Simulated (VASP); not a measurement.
A run of VASP 6.6.1:

File INCAR:

```
SYSTEM = MnFe2N2
PREC     = Accurate       ! precision mode
ENCUT    = 520            ! plane-wave cutoff, eV
EDIFF    = 1E-7           ! SCF threshold, eV
ISMEAR   = 0              ! smearing method
SIGMA    = 0.1            ! smearing width, eV
LREAL    = .False.        ! projectors in reciprocal space
LASPH    = .True.         ! aspherical terms in the spheres
NELM     = 150            ! most SCF steps
ALGO     = Normal         ! electronic algorithm
ISIF     = 2              ! what is computed and relaxed
LWAVE    = .False.        ! write WAVECAR
LCHARG   = .False.        ! write CHGCAR
ISPIN    = 2              ! spin polarisation
MAGMOM   = 4 0 0 0 0      ! initial moments
LORBIT   = 11             ! projections on sites
LMAXMIX  = 4              ! l up to which the mixer works
GGA      = PE             ! functional
NBANDS   = 32             ! bands
```

KPOINTS

```
Automatic mesh
0
Gamma
  6 6 4
  0 0 0
```

The input POSCAR:

```
MnFe2N2
1.0
    2.8941413859      0.0000000000      0.0000000000
   -1.4470706929      2.5063999623      0.0000000000
    0.0000000000      0.0000000000      6.2943681112
Mn Fe N
1 2 2
Direct
    0.0000000000      0.0000000000      0.5000000000
    0.6666666700      0.3333333300      0.1671980000
    0.3333333300      0.6666666700      0.8328020000
    0.6666666700      0.3333333300      0.7068130000
    0.3333333300      0.6666666700      0.2931870000
```

Potentials or basis: VASP PAW PBE potentials, release 64 (Mn_pv, Fe, N).

Launch:

```sh
$ cat potpaw_PBE.64/Mn_pv/POTCAR potpaw_PBE.64/Fe/POTCAR potpaw_PBE.64/N/POTCAR > POTCAR
$ mpirun -np 1 vasp_std > vasp.out
```

Hardware: 1 thread of AMD EPYC 7R13, on a shared host.

How long does it take, and how much memory?

It took 2.3 min on 1 thread of AMD EPYC 7R13 (shared host), peak memory 0.19 GiB. Counts: scf iterations 18, k points 24.
